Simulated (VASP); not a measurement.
# Si (Im-3m) in VASP: further runs

The runs below take Si through single point, with PBE.

All numbers are computed with VASP 6.6.1; they aren't measurements. Logs are shortened: lines on timing, memory, paths and dates and some standing lists are left out, and cuts for length are marked.

**1. The cell of the first run**

Symmetry: Im-3m, No. 229, cubic system. Conventional cell: a = 3.057 Å, b = 3.057 Å, c = 3.057 Å, α = 90.00°, β = 90.00°, γ = 90.00°. Si (site symmetry m-3m) has 14 Si at 2.65 to 3.06 Å within 3.5 Å.

This isn't the form of Si at room conditions, which is diamond.

**2. Single point, PBE**

INCAR reads:

```
ALGO = Normal
EDIFF = 1E-6
ENCUT = 500
GGA = PE
GGA_COMPAT = F
ISIF = 2
ISMEAR = -1
LASPH = T
LCHARG = F
LREAL = F
LWAVE = F
NBANDS = 8
NELM = 120
PREC = Accurate
SIGMA = 0.1
```

KPOINTS reads:

```
k-points
0
Gamma
  17 17 17
```

POSCAR reads:

```
Si
1.0
   -1.5286025424      1.5286025424      1.5286025424
    1.5286025424     -1.5286025424      1.5286025424
    1.5286025424      1.5286025424     -1.5286025424
Si
1
Direct
    0.0000000000      0.0000000000      0.0000000000
```

Potentials or basis: VASP PAW PBE potentials, release 64 (Si).

Started as:

```
$ cat potpaw_PBE.64/Si/POTCAR > POTCAR
$ mpirun -np 1 vasp_std > vasp.out
```

OUTCAR:

```text
EDIFF = 1E-6
   ENCUT = 500
   GGA = PE
   ISIF = 2
   ISMEAR = -1
   LASPH = T
   LREAL = F
   NELM = 120
   PREC = Accurate

 ion  position               nearest neighbor table
   1  0.000  0.000  0.000-

  LATTYP: Found a body centered cubic cell.
 ALAT       =     3.0572050848

  Lattice vectors:

 A1 = (  -1.5286025424,   1.5286025424,   1.5286025424)
 A2 = (   1.5286025424,  -1.5286025424,   1.5286025424)
 A3 = (   1.5286025424,   1.5286025424,  -1.5286025424)

Analysis of symmetry for initial positions (statically):
=====================================================================
 Subroutine PRICEL returns:
 Original cell was already a primitive cell.

 Routine SETGRP: Setting up the symmetry group for a
 body centered cubic supercell.

 Subroutine GETGRP returns: Found 48 space group operations
 (whereof 48 operations were pure point group operations)
 out of a pool of 48 trial point group operations.

The static configuration has the point symmetry O_h .

Analysis of symmetry for dynamics (positions and initial velocities):
=====================================================================
 Subroutine PRICEL returns:
 Original cell was already a primitive cell.

 Routine SETGRP: Setting up the symmetry group for a
 body centered cubic supercell.

 Subroutine GETGRP returns: Found 48 space group operations
 (whereof 48 operations were pure point group operations)
 out of a pool of 48 trial point group operations.

The dynamic configuration has the point symmetry O_h .

 Subroutine INISYM returns: Found 48 space group operations
 (whereof 48 operations are pure point group operations),
 and found     1 'primitive' translations

----------------------------------------------------------------------------------------

                                     Primitive cell

  volume of cell :      14.2871

  direct lattice vectors                    reciprocal lattice vectors
    -1.528602542  1.528602542  1.528602542     0.000000000  0.327096146  0.327096146
     1.528602542 -1.528602542  1.528602542     0.327096146  0.000000000  0.327096146
     1.528602542  1.528602542 -1.528602542     0.327096146  0.327096146  0.000000000

  length of vectors
     2.647617268  2.647617268  2.647617268     0.462583806  0.462583806  0.462583806

  position of ions in fractional coordinates (direct lattice)
     0.000000000  0.000000000  0.000000000

  ion indices of the primitive-cell ions
   primitive index   ion index
                 1           1

----------------------------------------------------------------------------------------

 KPOINTS: k-points

Automatic generation of k-mesh.
 Grid dimensions read from file:
 generate k-points for:   17   17   17

 Generating k-lattice:

  Cartesian coordinates                     Fractional coordinates (reciprocal lattice)
     0.000000000  0.019240950  0.019240950     0.058823529  0.000000000  0.000000000
     0.019240950  0.000000000  0.019240950     0.000000000  0.058823529  0.000000000
     0.019240950  0.019240950  0.000000000     0.000000000  0.000000000  0.058823529

  Length of vectors
     0.027210812  0.027210812  0.027210812

  Shift w.r.t. Gamma in fractional coordinates (k-lattice)
     0.000000000  0.000000000  0.000000000

 Subroutine IBZKPT returns following result:
 ===========================================

 Found    165 irreducible k-points:

 Following reciprocal coordinates:
            Coordinates               Weight
  0.000000  0.000000  0.000000      1.000000
  0.058824  0.000000  0.000000     12.000000
  0.117647  0.000000  0.000000     12.000000
  0.176471  0.000000  0.000000     12.000000
  0.235294  0.000000  0.000000     12.000000
  0.294118  0.000000  0.000000     12.000000
[... 16 lines left out ...]
  0.411765  0.117647  0.000000     48.000000
  0.176471  0.176471  0.000000     24.000000
 [... further k-points ...]
   k-points           NKPTS =    165   k-points in BZ     NKDIM =    165   number of bands    NBANDS=      8
   number of dos      NEDOS =    301   number of ions     NIONS =      1
   total plane-waves  NPLWV =   8000
   dimension x,y,z NGX =    20 NGY =   20 NGZ =   20
   dimension x,y,z NGXF=    40 NGYF=   40 NGZF=   40
   ions per type =               1
   NGX,Y,Z   is equivalent  to a cutoff of  12.56, 12.56, 12.56 a.u.
   NGXF,Y,Z  is equivalent  to a cutoff of  25.12, 25.12, 25.12 a.u.
 SYSTEM =  unknown system
   PREC   = accura    normal or accurate (medium, high low for compatibility)
   ISTART =      0    job   : 0-new  1-cont  2-samecut
   ICHARG =      2    charge: 1-file 2-atom 10-const
   ISPIN  =      1    spin polarized calculation?
   LNONCOLLINEAR =      F non collinear calculations
   LSORBIT =      F    spin-orbit coupling
   LASPH  =      T    aspherical Exc in radial PAW
   ENCUT  =  500.0 eV  36.75 Ry    6.06 a.u.   4.83  4.83  4.83*2*pi/ulx,y,z
   NELM   =    120;   NELMIN=  2; NELMDL= -5     # of ELM steps
   EDIFF  = 0.1E-05   stopping-criterion for ELM
   LREAL  =      F    real-space projection
   EDIFFG = 0.1E-04   stopping-criterion for IOM
   NSW    =      0    number of steps for IOM
   IBRION =     -1    ionic relax: 0-MD 1-quasi-New 2-CG
   NFREE  =      0    steps in history (QN), initial steepest desc. (CG)
   ISIF   =      2    stress and relaxation
   ISYM   =      2    0-nonsym 1-usesym 2-fastsym
   POTIM  = 0.5000    time-step for ionic-motion
   TEBEG  =    0.0;   TEEND  =   0.0 temperature during run
   PSTRESS=    0.0 pullay stress
   NELECT =       4.0000    total number of electrons
   NUPDOWN=      -1.0000    fix difference up-down
   EMIN   =  10.00;   EMAX   =-10.00  energy-range for DOS
   EFERMI =   0.00;   METHOD = LEGACY
   ISMEAR =    -1;   SIGMA  =   0.10  broadening in eV -4-tet -1-fermi 0-gaus
   EFERMI_NEDOS =   21; number of points for ismear=-14 and -15
   IALGO  =     38    algorithm
   IMIX   =      4    mixing-type and parameters
     AMIX     =   0.40;   BMIX     =  1.00
     AMIX_MAG =   1.60;   BMIX_MAG =  1.00
  volume/ion in A,a.u.               =      14.29        96.41
  Fermi-wavevector in a.u.,A,eV,Ry     =   1.070977  2.023854 15.605778  1.146992
  Thomas-Fermi vector in A             =   2.206704
   LORBIT       =      0    0 simple, 1 ext, 2 COOP (PROOUT), +10 PAW based schemes
   GGA     = PE    functional components
   LHFCALC =     F    Hartree Fock is set to
   AEXX    =    0.0000 exact exchange contribution
   IVDW    =     0    specifies the selected vdW correction
   LEPSILON=     F    determine dielectric tensor
   LRPA    =     F    only Hartree local field effects (RPA)
 non-spin polarized calculation
  energy-cutoff  :      500.00
  volume of cell :       14.29
 maximum number of plane-waves:       373
   NGX =  9   NGY =  9   NGZ =  9

 number of electron       4.0000000 magnetization

 Free energy of the ion-electron system (eV)
  ---------------------------------------------------
  ext. energy  EPLUGINS =         0.00000000
  ---------------------------------------------------
  free energy    TOTEN  =        -4.90642102 eV

  energy without entropy =       -4.89167232  energy(sigma->0) =       -4.89904667

 E-fermi :  10.1754     XC(G=0): -11.2474

 val. band max:       10.1745188810   @ k =  -0.2941   0.3529   0.1176
 cond. band min:      10.1944265214   @ k =   0.2353   0.1765  -0.0000
 fundamental gap:      0.0199076403
 Fermi energy:        10.1754278758

 k-point     1 :       0.0000    0.0000    0.0000
  band No.  band energies     occupation
      1      -4.2221      2.00000
      2      21.9112      0.00000
      3      21.9112      0.00000
      4      21.9112      0.00000
      5      22.8575      0.00000
      6      22.8575      0.00000
      7      22.8575      0.00000
      8      26.6024      0.00000

 k-point     2 :       0.0588    0.0000    0.0000
  band No.  band energies     occupation
      1      -4.1144      2.00000
      2      20.4757      0.00000
      3      20.8607      0.00000
      4      21.7502      0.00000
      5      22.4947      0.00000
      6      23.6280      0.00000
      7      24.0879      0.00000
      8      25.7998      0.00000

 k-point     3 :       0.1176    0.0000    0.0000
  band No.  band energies     occupation
      1      -3.7917      2.00000
      2      18.1802      0.00000
      3      19.6248      0.00000
      4      21.3060      0.00000
      5      21.6588      0.00000
      6      23.6680      0.00000
      7      25.4839      0.00000
      8      25.8610      0.00000

 k-point     4 :       0.1765    0.0000    0.0000
  band No.  band energies     occupation
      1      -3.2549      2.00000
      2      15.6598      0.00000
      3      18.5488      0.00000
      4      20.6933      0.00000
      5      20.7021      0.00000
      6      22.8559      0.00000
      7      26.1707      0.00000
      8      26.5551      0.00000

 k-point     5 :       0.2353    0.0000    0.0000
  band No.  band energies     occupation
      1      -2.5059      2.00000
      2      13.1334      0.00000
      3      17.6495      0.00000
      4      19.8060      0.00000
      5      20.0462      0.00000
      6      22.0363      0.00000
      7      27.0087      0.00000
      8      27.0813      0.00000
[... 177 lines left out ...]
 k-point    22 :       0.3529    0.1176    0.0000
  band No.  band energies     occupation
      1       1.3027      2.00000
      2       6.5864      2.00000
      3      13.2540      0.00000
      4      16.5248      0.00000
      5      20.6967      0.00000
      6      23.3356      0.00000
      7      27.7184      0.00000
      8      30.9832      0.00000

 k-point    23 :       0.4118    0.1176    0.0000
  band No.  band energies     occupation
      1       2.8614      2.00000
      2       4.6477      2.00000
      3      13.0605      0.00000
      4      16.3404      0.00000
      5      20.5178      0.00000
      6      23.2458      0.00000
      7      28.8669      0.00000
      8      30.1677      0.00000

 k-point    24 :       0.1765    0.1765    0.0000
  band No.  band energies     occupation
      1      -1.3342      2.00000
      2      12.3951      0.00000
      3      12.6970      0.00000
      4      17.3601      0.00000
      5      22.4545      0.00000
      6      23.3186      0.00000
      7      27.1787      0.00000
      8      28.3006      0.00000

 [... further k-points ...]

------------------------ aborting loop because EDIFF is reached ----------------------------------------

  FORCE on cell =-STRESS in cart. coord.  units (eV):
  Direction    XX          YY          ZZ          XY          YZ          ZX
  --------------------------------------------------------------------------------------
  -------------------------------------------------------------------------------------
  Total        0.2125000      0.2125000      0.2125000     -0.0000000      0.0000000      0.0000000
  in kB       23.8300921     23.8300921     23.8300921     -0.0000000      0.0000000      0.0000000
  external PRESSURE =      23.8300921 kB  Pullay stress =       0.0000000 kB

 VOLUME and BASIS-vectors are now :
 -----------------------------------------------------------------------------
  energy-cutoff  :      500.00
  volume of cell :       14.29
      direct lattice vectors                 reciprocal lattice vectors
    -1.528602542  1.528602542  1.528602542     0.000000000  0.327096146  0.327096146
     1.528602542 -1.528602542  1.528602542     0.327096146  0.000000000  0.327096146
     1.528602542  1.528602542 -1.528602542     0.327096146  0.327096146  0.000000000

 POSITION                                       TOTAL-FORCE (eV/Angst)
 -----------------------------------------------------------------------------------
      0.00000      0.00000      0.00000        -0.000000     -0.000000      0.000000
 -----------------------------------------------------------------------------------
    total drift:                                0.000000      0.000000     -0.000000

  FREE ENERGIE OF THE ION-ELECTRON SYSTEM (eV)
  ---------------------------------------------------
  free  energy   TOTEN  =        -4.9064210246 eV

  energy  without entropy=       -4.8916723175  energy(sigma->0) =       -4.89904667
```

Run time: 11 s. Hardware: 1 thread of Intel Xeon Platinum 8559C (Emerald Rapids), shared host; peak memory 0.12 GiB.

Results:

```
Free energy            : -4.9064 eV
Pressure               : 2.4 GPa
Band gap on the k mesh : zero (bands 2 and 3 overlap by 15.83 eV)
```

Levels at points of the mesh, in eV from the Fermi level:
```csv
k point,band 1,band 2,band 3,band 4,band 5
"(0.00, 0.00, 0.00)",-14.40,11.74,11.74,11.74,12.68
```

**3. Single point, PBE**

INCAR reads:

```
PREC = Accurate
ENCUT = 500
EDIFF = 1E-6
ISMEAR = -1
SIGMA = 0.1
LREAL = F
LASPH = T
NELM = 120
ALGO = Normal
ISIF = 2
LWAVE = F
LCHARG = F
GGA = PE
NBANDS = 8
GGA_COMPAT = F
```

KPOINTS reads:

```
regular mesh
0
Gamma
  17 17 17
```

POSCAR reads:

```
Si
1.0
   -1.5287707738      1.5287707738      1.5287707738
    1.5287707738     -1.5287707738      1.5287707738
    1.5287707738      1.5287707738     -1.5287707738
Si
1
Direct
    0.0000000000      0.0000000000      0.0000000000
```

Potentials or basis: VASP PAW PBE potentials, release 64 (Si).

Started as:

```
$ cat potpaw_PBE.64/Si/POTCAR > POTCAR
$ mpirun -np 1 vasp_std > vasp.out
```

It took 8.2 s on 1 thread of Intel Xeon Platinum 8559C (Emerald Rapids), shared host; peak memory 0.12 GiB.

It converged, with:

```yaml
Free_energy: -4.9065 eV
Pressure: 2.3 GPa
Band_gap_on_the_k_mesh: zero (bands 2 and 3 overlap by 15.82 eV)
```

Levels at points of the mesh, in eV from the Fermi level:
| k point | band 1 | band 2 | band 3 | band 4 | band 5 |
| --- | --- | --- | --- | --- | --- |
| (0.00, 0.00, 0.00) | -14.39 | 11.73 | 11.73 | 11.73 | 12.68 |
